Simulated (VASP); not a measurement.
A run of VASP 6.6.1:

The input INCAR:

```
PREC = Accurate ; ENCUT = 520
EDIFF = 1E-6 ; ISMEAR = -1
SIGMA = 0.05 ; LREAL = F
LASPH = T ; NELM = 100
ALGO = Fast ; ISIF = 2
LWAVE = F ; LCHARG = F
GGA = PS ; NBANDS = 18
```

Contents of KPOINTS:

```
regular mesh
0
Gamma
  9 9 9
```

Contents of POSCAR:

```
ZnCu
1.0
    2.9837544443      0.0000000000      0.0000000000
    0.0000000000      2.9837544443      0.0000000000
    0.0000000000      0.0000000000      2.9837544443
Zn Cu
1 1
Direct
    0.5000000000      0.5000000000      0.5000000000
    0.0000000000      0.0000000000      0.0000000000
```

Potentials or basis: VASP PAW PBE potentials, release 64 (Zn, Cu).

Run with:

```sh
$ cat potpaw_PBE.64/Zn/POTCAR potpaw_PBE.64/Cu/POTCAR > POTCAR
$ mpirun -np 1 vasp_std > vasp.out
```

Hardware: 1 thread of AMD EPYC 7R13, with other jobs on the host.

How long does it take, and how much memory?

Run time: 37 s on 1 thread of AMD EPYC 7R13, on a shared host, peak memory 0.11 GiB. Counts: scf iterations 17, k points 35.
